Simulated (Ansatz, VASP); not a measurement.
## One calculation of Mn, two programs

```
Mn
1.0
     2.25319    0.00000    0.00000
     0.00000    2.25319    0.00000
     0.00000    0.00000    2.25319
Mn
1
Direct
  0.00000 0.00000 0.00000
```

Alike in both runs: task single point; functional PBEsol; k mesh 16 × 16 × 16; occupations fermi-dirac, width 0.1 eV; no spin polarisation.

```csv
,VASP,Ansatz
version,VASP 6.6.1,Ansatz 0.2.0
potentials or method,"VASP PAW PBE potentials, release 64 (Mn_pv), cutoff 520 eV","plane waves (420 eV) with PAW, scalar-relativistic"
valence electrons in the cell,13,15
```

|  | VASP | Ansatz | Ansatz less VASP |
| --- | --- | --- | --- |
| pressure (GPa) | 0.4 | 0.0 | -0.39 |

VASP's potentials were made for PBE, not for PBEsol, and Ansatz warns of the same on its side. The functional is the same, so the differences come from potentials, cutoffs and numerics. VASP's potentials hold 13 valence electrons a cell and Ansatz's 15, so a difference there can come from the potentials and not from the codes.
